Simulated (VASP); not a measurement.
Runs of VASP 6.6.1 on PbF2 (Fluorocronite). It takes space group Fm-3m (No. 225, cubic). Conventional cell: a = 5.899 Å, b = 5.899 Å, c = 5.899 Å, α = 90.00°, β = 90.00°, γ = 90.00°. Pb (site symmetry m-3m) has 8 F at 2.55 Å within 3.4 Å. F (site symmetry -43m) has 4 Pb at 2.55 Å and 6 F at 2.95 Å within 3.4 Å. 

| task | cell | cutoff (eV) | gap on the mesh (eV) | pressure (GPa) |
| --- | --- | --- | --- | --- |
| relaxation of cell and atoms | relaxed to 15 GPa from a = 4.171 Å, angles 60.0, 60.0, 90.0°, 3 atoms | 600 | (a) | 15.0 |
| relaxation of cell and atoms | relaxed to 10 GPa from a = 4.171 Å, angles 60.0, 60.0, 90.0°, 3 atoms | 600 | 4.24 | 10.0 |
| relaxation of cell and atoms | relaxed to 7 GPa from a = 4.171 Å, angles 60.0, 60.0, 90.0°, 3 atoms | 600 | 4.26 | 7.0 |
| relaxation of cell and atoms | relaxed to 4 GPa from a = 4.171 Å, angles 60.0, 60.0, 90.0°, 3 atoms | 600 | (b) | 4.0 |
| relaxation of cell and atoms | relaxed to 2 GPa from a = 4.171 Å, angles 60.0, 60.0, 90.0°, 3 atoms | 600 | 4.29 | 2.0 |
| relaxation of cell and atoms | relaxed to -2 GPa from a = 4.171 Å, angles 60.0, 60.0, 90.0°, 3 atoms | 600 | 4.31 | -2.0 |

Alike in all rows: level PBEsol; potentials or basis VASP PAW PBE potentials, release 64 (Pb_d, F); no spin polarisation; k mesh 8 × 8 × 8; smearing gaussian 0.01 eV.

Problem. Estimate the missing entries.

Solution. (a) 4.21; (b) 4.28.

Caveats: the cell is relaxed towards a set pressure, so the enthalpy falls and the energy may rise; the PAW data sets were made with another functional, which shifts forces and pressure a little; spin-orbit coupling is left out, which moves the levels of the heavy elements.

A k mesh can miss the band edges, and the runs leave out spin-orbit coupling on Pb.
